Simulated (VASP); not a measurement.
Set up this calculation in VASP 6.6.1, as the native input.

```yaml
Task: single point
Functional: PBE
Potentials_or_basis: VASP PAW PBE potentials, release 64 (C, O)
Cutoff: 520 eV
k_mesh: 5 × 5 × 5
Occupations: gaussian, width 0.1 eV
Spin: no spin polarisation
Dipole_correction: no
Further_INCAR_settings: LREAL = Auto; ALGO = Normal; EDIFF = 1e-07; NBANDS = 79
```

The structure of C28O (a cell with a defect) lies in POSCAR:

```
C28O
1.0
   -4.9330325265     -4.2721314856      0.0000000000
    1.2332581316     -6.4081972285      0.0000000000
   -1.2332581316     -3.5601095714      8.5756686354
C O
28 1
Direct
    0.7904299105      0.9335451573      0.7710380141
    0.9335451573      0.5049869181      0.7710380141
    0.5049869181      0.7904299105      0.7710380141
    0.6487399946      0.3622432759      0.7696664188
    0.2193503107      0.6487399946      0.7696664188
    0.3622432759      0.2193503107      0.7696664188
    0.0762775793      0.0762775793      0.7711672622
    0.4579878628      0.6008760084      0.7696401918
    0.6008760084      0.1714959370      0.7696401918
    0.1714959370      0.4579878628      0.7696401918
    0.3143155187      0.0288865849      0.7710358026
    0.8857620937      0.3143155187      0.7710358026
    0.0288865849      0.8857620937      0.7710358026
    0.7429581088      0.7429581088      0.7711256737
    0.9711134151      0.1142379063      0.2289641974
    0.1142379063      0.6856844813      0.2289641974
    0.6856844813      0.9711134151      0.2289641974
    0.8285040630      0.5420121372      0.2303598082
    0.3991239916      0.8285040630      0.2303598082
    0.5420121372      0.3991239916      0.2303598082
    0.2570418912      0.2570418912      0.2288743263
    0.6377567241      0.7806496893      0.2303335812
    0.7806496893      0.3512600054      0.2303335812
    0.3512600054      0.6377567241      0.2303335812
    0.4950130819      0.2095700895      0.2289619859
    0.0664548427      0.4950130819      0.2289619859
    0.2095700895      0.0664548427      0.2289619859
    0.9237224207      0.9237224207      0.2288327378
    0.5000000000      0.5000000000      0.5000000000
```

This cell differs from its parent crystal: with an interstitial atom, then relaxed in part.

These files were run (other wordings do the same):

INCAR

```
  PREC = Accurate
  ENCUT = 520
  EDIFF = 1E-7
  ISMEAR = 0
  SIGMA = 0.1
  LREAL = Auto
  LASPH = True
  NELM = 60
  ALGO = Normal
  ISIF = 2
  LWAVE = False
  LCHARG = False
  GGA = PE
  NBANDS = 79
```

KPOINTS

```
regular mesh
0
Gamma
  5 5 5
```

Potentials or basis: VASP PAW PBE potentials, release 64 (C, O).

Command:

```bash
$ cat potpaw_PBE.64/C/POTCAR potpaw_PBE.64/O/POTCAR > POTCAR
$ mpirun -np 1 vasp_std > vasp.out
```

Results of the run:

The pressure is 0.2 GPa. The largest force is 0.029 eV/Å and the band gap on the k mesh is zero (filled and empty bands overlap).

Caveat: the cell differs from its parent crystal (with an interstitial atom, then relaxed in part).

Wall time 21 min on 1 thread of Intel(R) Xeon(R) Platinum 8259CL CPU @ 2.50GHz (Skylake/Cascade Lake), on a shared host, peak memory 0.61 GiB.
